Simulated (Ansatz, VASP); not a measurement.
## Two plane-wave programs on CoO

Contents of INCAR:

```
PREC     = Accurate       # precision mode
ENCUT    = 520            # plane-wave cutoff, eV
EDIFF    = 1E-7           # SCF threshold, eV
ISMEAR   = -1             # smearing method
SIGMA    = 0.05           # smearing width, eV
LREAL    = False          # projectors in reciprocal space
LASPH    = True           # aspherical terms in the spheres
NELM     = 150            # most SCF steps
ALGO     = Normal         # electronic algorithm
ISIF     = 2              # what is computed and relaxed
LWAVE    = False          # write WAVECAR
LCHARG   = True           # write CHGCAR
ISPIN    = 2              # spin polarisation
MAGMOM   = 2 2 0 0        # initial moments
LORBIT   = 11             # projections on sites
LMAXMIX  = 4              # l up to which the mixer works
LELF     = True           # ELF
LVHAR    = True         
NBANDS   = 27             # bands
```

The input KPOINTS:

```
regular mesh
0
Gamma
  10 10 5
```

Contents of POSCAR:

```
CoO
1.0
    3.2603606016      0.0000000000      0.0000000000
   -1.6301803009      2.8235551065      0.0000000000
    0.0000000000      0.0000000000      5.3312594650
Co O
2 2
Direct
    0.3333333333      0.6666666667      0.5033624100
    0.0000000000      0.0000000000      0.0034741400
    0.3333333333      0.6666666667      0.8715556000
    0.0000000000      0.0000000000      0.3716088500
```

The input input.yaml:

```yaml
crystal:
  lattice:
    - [3.2603606016, 0.0, 0.0]
    - [-1.6301803009, 2.8235551065, 0.0]
    - [0.0, 0.0, 5.331259465]
  atoms:
    - { symbol: Co, position: [0.3333333333, 0.6666666667, 0.50336241], spin: 2.0 }
    - { symbol: Co, position: [0.0, 0.0, 0.00347414], spin: 2.0 }
    - { symbol: O, position: [0.3333333333, 0.6666666667, 0.8715556] }
    - { symbol: O, position: [0.0, 0.0, 0.37160885] }
hamiltonian:
  xc: lda
  pseudopotentials: { kind: paw }
magnetization:
  spin_polarized: true
kpoints:
  mp_grid: { grid: [10, 10, 5] }
scf:
  occupations: { method: fermi_dirac, width: 0.05 }
output:
  forces: true
  stress: true
  eigenvalues: true
  write_density: true
  write_potential: true
  elf: true
  volumetric_format: npy
```

Alike in both runs: task single point; functional LDA; k mesh 10 × 10 × 5; occupations fermi-dirac, width 0.05 eV; collinear spin.

|  | VASP | Ansatz |
| --- | --- | --- |
| version | VASP 6.6.1 | Ansatz 0.2.0 |
| potentials or method | VASP PAW LDA potentials, release 64 (Co, O) | Ansatz PAW |
| plane-wave cutoff (eV) | 520 | 420 |
| valence electrons in the cell | 30 | 46 |

```tsv
	VASP	Ansatz	Ansatz less VASP
gap on the k mesh at the Fermi level (eV)	none	none	-
pressure (GPa)	-20.6	-22.7	-2.09
traceless stress, the component that is largest in VASP (GPa)	1.20	0.90	-0.296
rms of the force components (eV/Å)	0.108	0.035	-0.0733
net moment per atom (μB)	1.44	0.00	-1.435
size of the moment on the site where the two differ most (μB)	2.44	2.09	-0.352
```

The net moments are unlike, so the other rows may belong to different states. LDA's correlation is that of Perdew and Zunger in VASP and of Perdew and Wang (1992) in Ansatz. Site moments also hang on the region over which each program counts them. Atom by atom the forces differ by 0.143 eV/Å (rms over components). A gap of «none» marks a metal or a gap that the smearing closes. VASP's potentials hold 30 valence electrons a cell and Ansatz's 46, so a difference there can come from the potentials and not from the codes.
